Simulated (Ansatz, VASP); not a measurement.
Two plane-wave programs on PbSe

Contents of INCAR:

```
SYSTEM = PbSe
  PREC = Accurate
  ENCUT = 500
  EDIFF = 1E-7
  ISMEAR = 0
  SIGMA = 0.01
  LREAL = .FALSE.
  LASPH = .TRUE.
  NELM = 120
  ALGO = Normal
  ISIF = 3
  LWAVE = .FALSE.
  LCHARG = .FALSE.
  IBRION = 2
  NSW = 100
  EDIFFG = -0.002
  GGA_COMPAT = .FALSE.
  NELMIN = 4
```

Contents of KPOINTS:

```
regular mesh
0
G
  10 10 10
  0 0 0
```

The input POSCAR:

```
PbSe
1.0
    0.0000000000      3.0606500000      3.0606500000
    3.0606500000      0.0000000000      3.0606500000
    3.0606500000      3.0606500000      0.0000000000
Pb Se
1 1
Direct
    0.0000000000      0.0000000000      0.0000000000
    0.5000000000      0.5000000000      0.5000000000
```

Input for Ansatz:

```yaml
crystal:
  lattice:
    - [0.0, 3.06065, 3.06065]
    - [3.06065, 0.0, 3.06065]
    - [3.06065, 3.06065, 0.0]
  atoms:
    - { symbol: Pb, position: [0.0, 0.0, 0.0] }
    - { symbol: Se, position: [0.5, 0.5, 0.5] }
basis:
  ecutwfc: 420
kpoints:
  mp_grid: { grid: [10, 10, 10] }
hamiltonian:
  xc: lda
  pseudopotentials: { kind: paw, azcp: { folder: soft_1 } }
scf:
  occupations: { method: gaussian, width: 0.01 }
output:
  forces: true
  stress: true
  eigenvalues: true
relax:
  adjacent_minimum: "off"
  f_tol: 0.002
  max_steps: 80
  cell: { stress_tol: 0.02 }
```

Alike in both runs: task relaxation of cell and atoms; functional LDA; k mesh 10 × 10 × 10; occupations gaussian, width 0.01 eV; no spin polarisation.

|  | VASP | Ansatz |
| --- | --- | --- |
| version | VASP 6.6.1 | Ansatz 0.2.0 |
| potentials or method | VASP PAW LDA potentials, release 64 (Pb_d, Se), cutoff 500 eV | scalar-relativistic, plane waves, PAW |
| valence electrons in the cell | 20 | 30 |

|  | VASP | Ansatz | Ansatz less VASP |
| --- | --- | --- | --- |
| gap on the k mesh at the Fermi level, each at its own relaxed structure (eV) | 0.03 | 0.06 | +0.022 |
| relaxed volume (Å³/atom) | 27.63 | 27.57 | -0.064 |
| relaxed cell length with the largest relative difference (Å) | 4.276 | 4.272 | -0.0033 |

Ansatz warns that its potentials were made for another functional, while VASP's fit it. LDA's correlation is that of Perdew and Zunger in VASP and of Perdew and Wang (1992) in Ansatz. VASP's potentials hold 20 valence electrons a cell and Ansatz's 30, so a difference there can come from the potentials and not from the codes.

Spin-orbit coupling is off throughout.
